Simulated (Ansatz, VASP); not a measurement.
## P: VASP beside Ansatz

```
CELL_PARAMETERS angstrom
0.00000 2.75830 2.75830
2.75830 0.00000 2.75830
2.75830 2.75830 0.00000
ATOMIC_POSITIONS crystal
P 0.00000 0.00000 0.00000
P 0.25000 0.25000 0.25000
```

Change from the starting cell: volume scaled by 1.02.

Alike in both runs: task single point; functional PBE; k mesh 11 × 11 × 11; occupations fermi-dirac, width 0.08 eV; no spin polarisation.

|  | VASP | Ansatz |
| --- | --- | --- |
| version | VASP 6.6.1 | Ansatz 0.2.0 |
| potentials or method | VASP PAW PBE potentials, release 64 (P), cutoff 520 eV | all-electron LAPW, scalar-relativistic |

|  | VASP | Ansatz | Ansatz less VASP |
| --- | --- | --- | --- |
| pressure (GPa) | -0.9 | -0.8 | +0.12 |

Ansatz ran all-electron here, and VASP with PAW potentials.
